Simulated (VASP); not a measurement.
Crystal: DyC3.

```
Dy C
1.0
     2.51410   -3.61084    0.00000
     2.51410    3.61084    0.00000
     0.00000    0.00000    5.67660
Dy C
2 6
Direct
  0.81842 0.18158 0.25384
  0.18158 0.81842 0.75384
  0.14827 0.85173 0.24692
  0.85173 0.14827 0.74692
  0.32219 0.67781 0.33347
  0.67781 0.32219 0.83347
  0.50128 0.49872 0.89577
  0.49872 0.50128 0.39577
```

The cell was generated, and may not be a known phase.

```yaml
Program: VASP 6.6.1
Task: relaxation of cell and atoms
Functional: PBE
Potentials_or_basis: VASP PAW PBE potentials, release 64 (Dy_3, C), 4f in core
Cutoff: 600 eV
k_mesh: 4 × 4 × 4
Occupations: gaussian, width 0.1 eV
Spin: no spin polarisation
```

At the start: pressure -1.4 GPa; volume 12.88 Å³/atom.

Q: Where does the relaxation end?

A: Over 90 steps the energy falls by 84.0 meV/atom and the volume is 12.95 Å³/atom (+0.6 %); space group Cmc2_1 (No. 36, to 0.1 Å) before and after.

The path:
```csv
step,energy change (eV),largest force (eV/Å),pressure (GPa),volume (Å³)
1,0.0000,0.8428,-1.38,103.06
4,-0.0404,0.2842,-0.26,103.23
7,-0.0481,0.2112,-0.82,103.56
10,-0.0592,0.1245,0.38,102.45
13,-0.0635,0.2527,-0.30,102.54
16,-0.0855,0.2706,0.18,102.43
19,-0.1447,0.3643,1.86,102.06
22,-0.1681,0.8249,1.80,103.38
25,-0.2077,0.6681,0.04,105.83
28,-0.2506,0.6550,-1.08,108.00
31,-0.2997,0.8712,-0.62,108.06
34,-0.3486,0.4267,-0.47,107.18
37,-0.3836,0.9300,1.17,105.59
40,-0.4232,0.6549,0.70,104.78
43,-0.4440,1.2859,-0.58,104.31
46,-0.5116,0.5867,1.42,104.43
49,-0.5591,0.5284,-0.77,105.86
52,-0.5872,0.3543,0.13,105.72
55,-0.6092,0.5107,-0.60,105.77
58,-0.6240,0.4399,0.19,105.14
61,-0.6353,0.2424,-0.06,104.36
64,-0.6527,0.2466,0.76,103.61
67,-0.6642,0.2647,-0.35,103.72
70,-0.6671,0.0977,0.07,103.65
73,-0.6688,0.0875,-0.27,103.73
76,-0.6692,0.0757,-0.23,103.69
79,-0.6705,0.0935,0.09,103.41
82,-0.6711,0.0921,0.14,103.27
85,-0.6716,0.0815,0.33,103.33
88,-0.6718,0.1771,-0.24,103.78
90,-0.6723,0.0296,-0.08,103.63
```

Final structure:
```
Dy C
1.0
     2.24985   -3.39177    0.00000
     2.24985    3.39177    0.00000
     0.00000    0.00000    6.79031
Dy C
2 6
Direct
  0.83618 0.16382 0.17873
  0.16382 0.83618 0.67873
  0.16100 0.83900 0.30001
  0.83900 0.16100 0.80001
  0.35014 0.64986 0.35134
  0.64986 0.35014 0.85134
  0.46149 0.53851 0.89993
  0.53851 0.46149 0.39993
```

Caveat: the k points lie up to 0.42 Å⁻¹ apart in the final cell, too coarse for converged energies and pressures of a metal; a cell axis changed by over 15 % at a fixed basis, so the end point is rough.
